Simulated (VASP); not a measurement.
A run of VASP 6.6.1 is set up as follows.

Contents of POSCAR:

```
AlN
1.0
    0.0000000000      2.0188684454      2.0188684454
    2.0188684454      0.0000000000      2.0188684454
    2.0188684454      2.0188684454      0.0000000000
Al N
1 1
Direct
    0.0000000000      0.0000000000      0.0000000000
    0.5000000000      0.5000000000      0.5000000000
```

INCAR.step1

```
SYSTEM = AlN
ALGO = Normal
EDIFF = 1E-5
ENCUT = 520
GGA = PE
ISIF = 2
ISMEAR = 0
LASPH = .True.
LCHARG = .False.
LREAL = .False.
LWAVE = .True.
NBANDS = 11
NELM = 60
PREC = Accurate
SIGMA = 0.01
```

INCAR.step2

```
SYSTEM = AlN
AEXX = 1.0
AGGAC = 0.0
ALDAC = 0.0
ALGO = Normal
EDIFF = 1E-6
ENCUT = 520
GGA = PE
ISIF = 2
ISMEAR = 0
ISTART = 1
LASPH = .True.
LCHARG = .False.
LHFCALC = .True.
LREAL = .False.
LWAVE = .False.
NBANDS = 11
NELM = 60
PREC = Accurate
PRECFOCK = Normal
SIGMA = 0.01
```

Contents of KPOINTS:

```
k-points
0
Gamma
  6 6 6
  0 0 0
```

Potentials or basis: VASP PAW PBE potentials, release 64 (Al, N).

Launch:

```bash
$ cat potpaw_PBE.64/Al/POTCAR potpaw_PBE.64/N/POTCAR > POTCAR
$ cp INCAR.step1 INCAR
$ mpirun -np 1 vasp_std > vasp.out
$ cp INCAR.step2 INCAR
$ mpirun -np 1 vasp_std > vasp.out
```

Estimate the pressure.

-2.6 GPa.

What does it give for the band gap on the k mesh?

9.84 eV (least direct gap 12.68 eV).

Caveat: the k points lie up to 0.45 Å⁻¹ apart; the structure was generated, so it needn't be the stable form of AlN; the PAW data sets were made with another functional, which shifts forces and pressure a little. A k mesh can miss the band edges.
